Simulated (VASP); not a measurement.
Runs of VASP 6.6.1 on Be3ZnSe4. The structure is that of space group P-43m (No. 215), or close to it. The cells are those of the table. 

```csv
task,cell,smearing,gap on the mesh (eV),pressure (GPa),relaxed volume (Å³/atom),largest force (eV/Å)
single point,"a = 5.320 Å, 8 atoms",gaussian 0.02 eV,2.75,0.2,-,0.02
relaxation of cell and atoms,"relaxed from a = 5.320 Å, 8 atoms",gaussian 0.02 eV,2.75,0.0,(a),-
relaxation of cell and atoms,"relaxed from a = 5.306 Å, 8 atoms",gaussian 0.1 eV,2.75,0.1,18.84,-
single point,"a = 5.320 Å, 8 atoms",gaussian 0.1 eV,2.75,0.2,-,0.02
single point,"a = 5.306 Å, 8 atoms",gaussian 0.1 eV,2.68,2.1,-,-
```

Alike in all rows: level PBE; potentials or basis VASP PAW PBE potentials, release 64 (Be, Zn, Se); no spin polarisation; k mesh 4 × 4 × 4; cutoff (eV) 600.

Fill in the values left out.

(a) 18.89.

A k mesh can miss the band edges, and the runs leave out spin-orbit coupling on Se.
